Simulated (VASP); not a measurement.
The system is Hg3P2.

```
Hg P
1.0
     3.37160    1.94659    2.70618
    -3.37160    1.94659    2.70618
     0.00000   -3.89319    2.70618
Hg P
3 2
Direct
  0.50000 0.25000 0.75000
  0.75000 0.50000 0.25000
  0.25000 0.75000 0.50000
  0.25000 0.25000 0.25000
  0.75000 0.75000 0.75000
```

The cell was generated, and may not be a known phase.

| Item | Value |
| --- | --- |
| Program | VASP 6.6.1 |
| Task | relaxation of cell and atoms |
| Functional | PBE |
| Potentials or basis | VASP PAW PBE potentials, release 64 (Hg, P) |
| Cutoff | 600 eV |
| k mesh | 6 × 6 × 6 |
| Occupations | gaussian, width 0.1 eV |
| Spin | no spin polarisation |

At the start: pressure 12.7 GPa; volume 21.31 Å³/atom.

Q: Where does the relaxation end?

A: Over 48 steps the energy falls by 504.8 meV/atom and the volume is 31.74 Å³/atom (+48.9 %); space group R32 (No. 155, to 0.1 Å) before, R-3m (No. 166, to 0.1 Å).

The path:
```
step  energy change (eV)  largest force (eV/Å)  pressure (GPa)  volume (Å³)
   1              0.0000                1.6408           12.71       106.57
   3             -0.9122                0.5186           -1.67       125.71
   5             -1.1451                0.2360            1.00       120.06
   7             -1.1735                0.3635           -0.74       125.25
   9             -1.2352                0.3864           -0.11       125.84
  11             -1.3231                0.2023            0.63       127.07
  13             -1.3576                0.1940           -0.22       129.38
  15             -1.3825                0.2306           -0.53       130.07
  17             -1.4365                0.5543            0.19       126.49
  19             -1.5002                0.3148            0.77       127.28
  21             -1.6973                1.6498            9.70       124.14
  23             -1.7359                1.1362            7.46       124.98
  25             -1.7612                1.1959            7.62       125.33
  27             -1.8594                1.3936            8.07       126.71
  29             -2.1610                1.2181            6.29       131.90
  31             -2.1662                1.0483            5.49       132.52
  33             -2.3943                0.4516            2.39       139.18
  35             -2.4694                0.1227           -0.17       146.01
  37             -2.4798                0.1159           -0.10       146.38
  39             -2.4979                0.0932            0.20       147.82
  41             -2.5011                0.1126            0.06       148.69
  43             -2.5097                0.2635           -0.81       157.55
  45             -2.5115                0.2176           -0.59       155.50
  47             -2.5189                0.1386           -0.38       156.87
  48             -2.5241                0.0280           -0.05       158.68
```

Final structure:
```yaml
crystal:
  lattice:
    - [3.62177, 2.09103, 3.49224]
    - [-3.62177, 2.09103, 3.49224]
    - [0.00000, -4.18205, 3.49224]
  atoms:
    - { symbol: Hg, position: [0.50000, 0.00398, 0.99602] }
    - { symbol: Hg, position: [0.99602, 0.50000, 0.00398] }
    - { symbol: Hg, position: [0.00398, 0.99602, 0.50000] }
    - { symbol: P, position: [0.28930, 0.28930, 0.28930] }
    - { symbol: P, position: [0.71070, 0.71070, 0.71070] }
```

Caveat: the volume moved by over 15 % at a fixed basis, so the end points are rough.
